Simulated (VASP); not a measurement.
# LiF (P6_3/mmc) in VASP: notebook

LiF is run at these levels: PBE; tasks: single point.

Everything below comes from runs of VASP 6.6.1. Logs are shortened: lines on timing, memory, paths and dates and some standing lists are left out, and cuts for length are marked.

### 1 The cell of the first run

It takes space group P6_3/mmc (No. 194, hexagonal). The conventional cell has a = 3.280 Å, b = 3.280 Å, c = 4.000 Å, α = 90.00°, β = 90.00°, γ = 120.00°. Li (site symmetry -6m2) has 5 F at 1.89 to 2.00 Å within 2.5 Å. F (site symmetry -6m2) has 5 Li at 1.89 to 2.00 Å within 2.5 Å.

### 2 Single point, PBE

INCAR

```
SYSTEM = LiF
PREC     = Accurate       ! precision mode
ENCUT    = 520            ! plane-wave cutoff, eV
EDIFF    = 1E-6           ! SCF threshold, eV
ISMEAR   = 0              ! smearing method
SIGMA    = 0.01           ! smearing width, eV
LREAL    = .FALSE.        ! projectors in reciprocal space
LASPH    = .TRUE.         ! aspherical terms in the spheres
NELM     = 60             ! most SCF steps
ALGO     = Normal         ! electronic algorithm
ISIF     = 2              ! what is computed and relaxed
LWAVE    = .FALSE.        ! write WAVECAR
LCHARG   = .FALSE.        ! write CHGCAR
GGA      = PE             ! functional
NBANDS   = 18             ! bands
```

KPOINTS

```
Automatic mesh
0
G
  6 6 4
  0 0 0
```

POSCAR

```
LiF
1.0
    3.2800798956      0.0000000000      0.0000000000
   -1.6400399478      2.8406325161      0.0000000000
    0.0000000000      0.0000000000      3.9995958192
Li F
2 2
Direct
    0.3333333333      0.6666666667      0.2500000000
    0.6666666667      0.3333333333      0.7500000000
    0.6666666667      0.3333333333      0.2500000000
    0.3333333333      0.6666666667      0.7500000000
```

Potentials or basis: VASP PAW PBE potentials, release 64 (Li_sv, F).

Started as:

```console
$ cat potpaw_PBE.64/Li_sv/POTCAR potpaw_PBE.64/F/POTCAR > POTCAR
$ mpirun -np 1 vasp_std > vasp.out
```

OUTCAR:

```text
SYSTEM = LiF
   PREC = Accurate
   ENCUT = 520
   EDIFF = 1E-6
   ISMEAR = 0
   LREAL = .FALSE.
   LASPH = .TRUE.
   NELM = 60
   ISIF = 2
   GGA = PE

 ion  position               nearest neighbor table
   1  0.333  0.667  0.250-   3 1.89   3 1.89   3 1.89   4 2.00   4 2.00
   2  0.667  0.333  0.750-   4 1.89   4 1.89   4 1.89   3 2.00   3 2.00
   3  0.667  0.333  0.250-   1 1.89   1 1.89   1 1.89   2 2.00   2 2.00
   4  0.333  0.667  0.750-   2 1.89   2 1.89   2 1.89   1 2.00   1 2.00

  LATTYP: Found a hexagonal cell.
 ALAT       =     3.2800798956
 C/A-ratio  =     1.2193592676

  Lattice vectors:

 A1 = (   3.2800798956,   0.0000000000,   0.0000000000)
 A2 = (  -1.6400399478,   2.8406325161,   0.0000000000)
 A3 = (   0.0000000000,   0.0000000000,   3.9995958192)

Analysis of symmetry for initial positions (statically):
=====================================================================
 Subroutine PRICEL returns:
 Original cell was already a primitive cell.

 Routine SETGRP: Setting up the symmetry group for a
 hexagonal supercell.

 Subroutine GETGRP returns: Found 24 space group operations
 (whereof 12 operations were pure point group operations)
 out of a pool of 24 trial point group operations.

The static configuration has the point symmetry D_3d.
 The point group associated with its full space group is D_6h.

Analysis of symmetry for dynamics (positions and initial velocities):
=====================================================================
 Subroutine PRICEL returns:
 Original cell was already a primitive cell.

 Routine SETGRP: Setting up the symmetry group for a
 hexagonal supercell.

 Subroutine GETGRP returns: Found 24 space group operations
 (whereof 12 operations were pure point group operations)
 out of a pool of 24 trial point group operations.

The dynamic configuration has the point symmetry D_3d.
 The point group associated with its full space group is D_6h.

 Subroutine INISYM returns: Found 24 space group operations
 (whereof 12 operations are pure point group operations),
 and found     1 'primitive' translations

----------------------------------------------------------------------------------------

                                     Primitive cell

  volume of cell :      37.2662

  direct lattice vectors                    reciprocal lattice vectors
     3.280079896  0.000000000  0.000000000     0.304870623  0.176017136  0.000000000
    -1.640039948  2.840632516  0.000000000     0.000000000  0.352034272  0.000000000
     0.000000000  0.000000000  3.999595819     0.000000000  0.000000000  0.250025264

  length of vectors
     3.280079896  3.280079896  3.999595819     0.352034272  0.352034272  0.250025264

  position of ions in fractional coordinates (direct lattice)
     0.333333333  0.666666667  0.250000000
     0.666666667  0.333333333  0.750000000
     0.666666667  0.333333333  0.250000000
     0.333333333  0.666666667  0.750000000

  ion indices of the primitive-cell ions
   primitive index   ion index
                 1           1
                 2           2
                 3           3
                 4           4

----------------------------------------------------------------------------------------

 KPOINTS: Automatic mesh

Automatic generation of k-mesh.
 Grid dimensions read from file:
 generate k-points for:    6    6    4

 Generating k-lattice:

  Cartesian coordinates                     Fractional coordinates (reciprocal lattice)
     0.050811770  0.029336189  0.000000000     0.166666667 -0.000000000  0.000000000
     0.000000000  0.058672379  0.000000000     0.000000000  0.166666667  0.000000000
     0.000000000  0.000000000  0.062506316     0.000000000  0.000000000  0.250000000

  Length of vectors
     0.058672379  0.058672379  0.062506316

  Shift w.r.t. Gamma in fractional coordinates (k-lattice)
     0.000000000  0.000000000  0.000000000

 Subroutine IBZKPT returns following result:
 ===========================================

 Found     21 irreducible k-points:

 Following reciprocal coordinates:
            Coordinates               Weight
  0.000000  0.000000  0.000000      1.000000
  0.166667  0.000000  0.000000      6.000000
  0.333333  0.000000  0.000000      6.000000
  0.500000  0.000000  0.000000      3.000000
  0.166667  0.166667  0.000000      6.000000
  0.333333  0.166667  0.000000     12.000000
[... 13 lines left out ...]
  0.333333  0.166667  0.500000     12.000000
  0.333333  0.333333  0.500000      2.000000
   k-points           NKPTS =     21   k-points in BZ     NKDIM =     21   number of bands    NBANDS=     18
   number of dos      NEDOS =    301   number of ions     NIONS =      4
   total plane-waves  NPLWV =  17280
   dimension x,y,z NGX =    24 NGY =   24 NGZ =   30
   dimension x,y,z NGXF=    48 NGYF=   48 NGZF=   60
   ions per type =               2   2
   NGX,Y,Z   is equivalent  to a cutoff of  12.16, 12.16, 12.47 a.u.
   NGXF,Y,Z  is equivalent  to a cutoff of  24.33, 24.33, 24.94 a.u.
 SYSTEM =  LiF
   PREC   = accura    normal or accurate (medium, high low for compatibility)
   ISTART =      0    job   : 0-new  1-cont  2-samecut
   ICHARG =      2    charge: 1-file 2-atom 10-const
   ISPIN  =      1    spin polarized calculation?
   LNONCOLLINEAR =      F non collinear calculations
   LSORBIT =      F    spin-orbit coupling
   LASPH  =      T    aspherical Exc in radial PAW
   ENCUT  =  520.0 eV  38.22 Ry    6.18 a.u.   6.10  6.10  7.44*2*pi/ulx,y,z
   NELM   =     60;   NELMIN=  2; NELMDL= -5     # of ELM steps
   EDIFF  = 0.1E-05   stopping-criterion for ELM
   LREAL  =      F    real-space projection
[... 7 lines left out ...]
   TEBEG  =    0.0;   TEEND  =   0.0 temperature during run
   PSTRESS=    0.0 pullay stress
   NELECT =      20.0000    total number of electrons
   NUPDOWN=      -1.0000    fix difference up-down
   EMIN   =  10.00;   EMAX   =-10.00  energy-range for DOS
   EFERMI =   0.00;   METHOD = LEGACY
   ISMEAR =     0;   SIGMA  =   0.01  broadening in eV -4-tet -1-fermi 0-gaus
   EFERMI_NEDOS =   21; number of points for ismear=-14 and -15
   IALGO  =     38    algorithm
   IMIX   =      4    mixing-type and parameters
     AMIX     =   0.40;   BMIX     =  1.00
     AMIX_MAG =   1.60;   BMIX_MAG =  1.00
  volume/ion in A,a.u.               =       9.32        62.87
  Fermi-wavevector in a.u.,A,eV,Ry     =   1.330392  2.514076 24.081536  1.769943
  Thomas-Fermi vector in A             =   2.459482
   LORBIT       =      0    0 simple, 1 ext, 2 COOP (PROOUT), +10 PAW based schemes
   GGA     = PE    functional components
   LHFCALC =     F    Hartree Fock is set to
   AEXX    =    0.0000 exact exchange contribution
   IVDW    =     0    specifies the selected vdW correction
   LEPSILON=     F    determine dielectric tensor
   LRPA    =     F    only Hartree local field effects (RPA)
 non-spin polarized calculation
 Gauss-broadening in eV      SIGMA  =   0.01
  energy-cutoff  :      520.00
  volume of cell :       37.27
 maximum number of plane-waves:      1032
   NGX = 13   NGY = 13   NGZ = 15

 number of electron      19.9999999 magnetization

 Free energy of the ion-electron system (eV)
  ---------------------------------------------------
  ext. energy  EPLUGINS =         0.00000000
  ---------------------------------------------------
  free energy    TOTEN  =       -19.26218982 eV

  energy without entropy =      -19.26218982  energy(sigma->0) =      -19.26218982

 E-fermi :  -1.7292     XC(G=0):  -9.1408

 val. band max:       -1.7786153589   @ k =   0.0000   0.0000   0.0000
 cond. band min:       6.0370150455   @ k =   0.0000   0.0000   0.0000
 fundamental gap:      7.8156304044
 Fermi energy:        -1.7291553862

 k-point     1 :       0.0000    0.0000    0.0000
  band No.  band energies     occupation
      1     -42.6091      2.00000
      2     -42.5273      2.00000
      3     -21.6930      2.00000
      4     -21.0281      2.00000
      5      -4.6723      2.00000
      6      -3.0511      2.00000
[... 10 lines left out ...]
     17      16.4389      0.00000
     18      22.2625      0.00000

 k-point     2 :       0.1667    0.0000    0.0000
  band No.  band energies     occupation
      1     -42.6010      2.00000
      2     -42.5289      2.00000
      3     -21.6527      2.00000
      4     -21.0675      2.00000
      5      -4.4791      2.00000
      6      -3.2313      2.00000
[... 10 lines left out ...]
     17      17.1326      0.00000
     18      19.3069      0.00000

 k-point     3 :       0.3333    0.0000    0.0000
  band No.  band energies     occupation
      1     -42.5819      2.00000
      2     -42.5349      2.00000
      3     -21.5473      2.00000
      4     -21.1701      2.00000
      5      -3.9837      2.00000
      6      -3.7174      2.00000
[... 10 lines left out ...]
     17      17.7402      0.00000
     18      18.9189      0.00000

 k-point     4 :       0.5000    0.0000    0.0000
  band No.  band energies     occupation
      1     -42.5687      2.00000
      2     -42.5417      2.00000
      3     -21.4614      2.00000
      4     -21.2546      2.00000
      5      -3.9800      2.00000
      6      -3.6242      2.00000
[... 10 lines left out ...]
     17      17.9101      0.00000
     18      19.1947      0.00000

 k-point     5 :       0.1667    0.1667    0.0000
  band No.  band energies     occupation
      1     -42.5873      2.00000
      2     -42.5328      2.00000
      3     -21.5790      2.00000
      4     -21.1391      2.00000
      5      -4.1302      2.00000
      6      -3.7526      2.00000
[... 10 lines left out ...]
     17      17.9564      0.00000
     18      17.9839      0.00000

 k-point     6 :       0.3333    0.1667    0.0000
  band No.  band energies     occupation
      1     -42.5687      2.00000
      2     -42.5415      2.00000
      3     -21.4647      2.00000
      4     -21.2504      2.00000
      5      -4.2525      2.00000
      6      -3.6005      2.00000
[... 10 lines left out ...]
     17      17.3218      0.00000
     18      18.4243      0.00000

 k-point     7 :       0.3333    0.3333    0.0000
  band No.  band energies     occupation
      1     -42.5535      2.00000
      2     -42.5535      2.00000
      3     -21.3566      2.00000
      4     -21.3566      2.00000
      5      -4.5251      2.00000
      6      -3.1149      2.00000
[... 10 lines left out ...]
     17      16.2720      0.00000
     18      19.1407      0.00000

 k-point     8 :       0.0000    0.0000    0.2500
  band No.  band energies     occupation
      1     -42.5965      2.00000
      2     -42.5386      2.00000
      3     -21.6162      2.00000
      4     -21.1486      2.00000
      5      -4.2066      2.00000
      6      -2.9317      2.00000
[... 10 lines left out ...]
     17      15.9959      0.00000
     18      19.4631      0.00000
[... 166 lines left out ...]
     17      17.3143      0.00000
     18      17.3143      0.00000

 k-point    17 :       0.3333    0.0000    0.5000
  band No.  band energies     occupation
      1     -42.5571      2.00000
      2     -42.5571      2.00000
      3     -21.3915      2.00000
      4     -21.3915      2.00000
      5      -3.8426      2.00000
      6      -3.8426      2.00000
[... 10 lines left out ...]
     17      17.5511      0.00000
     18      17.5511      0.00000

 k-point    18 :       0.5000    0.0000    0.5000
  band No.  band energies     occupation
      1     -42.5539      2.00000
      2     -42.5539      2.00000
      3     -21.3873      2.00000
      4     -21.3873      2.00000
      5      -4.0096      2.00000
      6      -4.0096      2.00000
[... 10 lines left out ...]
     17      17.7903      0.00000
     18      17.7903      0.00000

 k-point    19 :       0.1667    0.1667    0.5000
  band No.  band energies     occupation
      1     -42.5588      2.00000
      2     -42.5588      2.00000
      3     -21.3938      2.00000
      4     -21.3938      2.00000
      5      -3.7149      2.00000
      6      -3.7149      2.00000
[... 10 lines left out ...]
     17      17.5324      0.00000
     18      17.5324      0.00000

 k-point    20 :       0.3333    0.1667    0.5000
  band No.  band energies     occupation
      1     -42.5539      2.00000
      2     -42.5539      2.00000
      3     -21.3870      2.00000
      4     -21.3870      2.00000
      5      -3.9020      2.00000
      6      -3.9020      2.00000
[... 10 lines left out ...]
     17      18.1359      0.00000
     18      18.1359      0.00000

 k-point    21 :       0.3333    0.3333    0.5000
  band No.  band energies     occupation
      1     -42.5523      2.00000
      2     -42.5523      2.00000
      3     -21.3849      2.00000
      4     -21.3849      2.00000
      5      -3.7498      2.00000
      6      -3.7498      2.00000
[... 10 lines left out ...]
     17      18.7957      0.00000
     18      18.7957      0.00000

------------------------ aborting loop because EDIFF is reached ----------------------------------------

  FORCE on cell =-STRESS in cart. coord.  units (eV):
  Direction    XX          YY          ZZ          XY          YZ          ZX
  --------------------------------------------------------------------------------------
  -------------------------------------------------------------------------------------
  Total        0.6799682      0.6799682      0.7765917      0.0000000     -0.0000000      0.0000000
  in kB       29.2336860     29.2336860     33.3877959      0.0000000     -0.0000000      0.0000000
  external PRESSURE =      30.6183893 kB  Pullay stress =       0.0000000 kB

 VOLUME and BASIS-vectors are now :
 -----------------------------------------------------------------------------
  energy-cutoff  :      520.00
  volume of cell :       37.27
      direct lattice vectors                 reciprocal lattice vectors
     3.280079896  0.000000000  0.000000000     0.304870623  0.176017136  0.000000000
    -1.640039948  2.840632516  0.000000000     0.000000000  0.352034272  0.000000000
     0.000000000  0.000000000  3.999595819     0.000000000  0.000000000  0.250025264

 POSITION                                       TOTAL-FORCE (eV/Angst)
 -----------------------------------------------------------------------------------
     -0.00000      1.89376      0.99990         0.000000     -0.000000      0.000000
      1.64004      0.94688      2.99970        -0.000000      0.000000     -0.000000
      1.64004      0.94688      0.99990        -0.000000     -0.000000      0.000000
     -0.00000      1.89376      2.99970         0.000000      0.000000      0.000000
 -----------------------------------------------------------------------------------
    total drift:                               -0.000000      0.000000      0.000000

  FREE ENERGIE OF THE ION-ELECTRON SYSTEM (eV)
  ---------------------------------------------------
  free  energy   TOTEN  =       -19.2621898243 eV

  energy  without entropy=      -19.2621898243  energy(sigma->0) =      -19.26218982
```

Wall time 25 s (1 thread of AMD EPYC 7R13, shared host); peak memory 0.11 GiB.

Results:

```
Free energy            : -19.2622 eV
Band gap on the k mesh : 7.82 eV, direct
```

Levels at points of the mesh, in eV from the valence-band top:
```csv
k point,band 6,band 7,band 8,band 9,band 10,band 11,band 12,band 13,band 14,band 15
"(0.00, 0.00, 0.00)",-1.27,-1.27,-0.48,-0.48,0.00,7.82,14.80,16.41,16.68,16.68
"(0.50, 0.00, 0.00)",-1.85,-1.81,-1.03,-0.90,-0.48,10.47,13.61,15.18,17.24,17.62
"(0.00, 0.00, 0.50)",-1.36,-0.87,-0.87,-0.87,-0.87,10.33,10.33,16.88,16.88,16.88
"(0.50, 0.00, 0.50)",-2.23,-1.19,-1.19,-0.40,-0.40,11.00,11.00,15.75,15.75,18.03
```

Caveat: the cutoff is under 1.25 times the usual one of these potentials, so pressure, stress and relaxed cells hold a basis-set (Pulay) error. A hybrid or GW would open this gap; PBE tends to underestimate it.

### 3 Single point, PBE

INCAR

```
PREC     = Accurate       # precision mode
ENCUT    = 520            # plane-wave cutoff, eV
EDIFF    = 1E-7           # SCF threshold, eV
ISMEAR   = 0              # smearing method
SIGMA    = 0.01           # smearing width, eV
LREAL    = F              # projectors in reciprocal space
LASPH    = T              # aspherical terms in the spheres
NELM     = 60             # most SCF steps
ALGO     = Normal         # electronic algorithm
ISIF     = 2              # what is computed and relaxed
LWAVE    = F              # write WAVECAR
LCHARG   = F              # write CHGCAR
GGA      = PE             # functional
NBANDS   = 18             # bands
```

KPOINTS

```
regular mesh
0
Gamma
  6 6 4
```

POSCAR is that of step 2.

Potentials or basis: VASP PAW PBE potentials, release 64 (Li_sv, F).

Started as:

```console
$ cat potpaw_PBE.64/Li_sv/POTCAR potpaw_PBE.64/F/POTCAR > POTCAR
$ mpirun -np 1 vasp_std > vasp.out
```

Run time: 33 s. Hardware: 1 thread of AMD EPYC 7R13, shared host; peak memory 0.11 GiB.

The run converged. Its results:

```
Free energy            : -19.2622 eV
Band gap on the k mesh : 7.82 eV, direct
```

Levels at points of the mesh, in eV from the valence-band top:
| k point | band 6 | band 7 | band 8 | band 9 | band 10 | band 11 | band 12 | band 13 | band 14 | band 15 |
| --- | --- | --- | --- | --- | --- | --- | --- | --- | --- | --- |
| (0.00, 0.00, 0.00) | -1.27 | -1.27 | -0.48 | -0.48 | 0.00 | 7.82 | 14.80 | 16.41 | 16.68 | 16.68 |
| (0.50, 0.00, 0.00) | -1.85 | -1.81 | -1.03 | -0.90 | -0.48 | 10.47 | 13.61 | 15.18 | 17.24 | 17.62 |
| (0.00, 0.00, 0.50) | -1.36 | -0.87 | -0.87 | -0.87 | -0.87 | 10.33 | 10.33 | 16.88 | 16.88 | 16.88 |
| (0.50, 0.00, 0.50) | -2.23 | -1.19 | -1.19 | -0.40 | -0.40 | 11.00 | 11.00 | 15.75 | 15.75 | 18.03 |

Caveat: the cutoff is under 1.25 times the usual one of these potentials, so pressure, stress and relaxed cells hold a basis-set (Pulay) error.
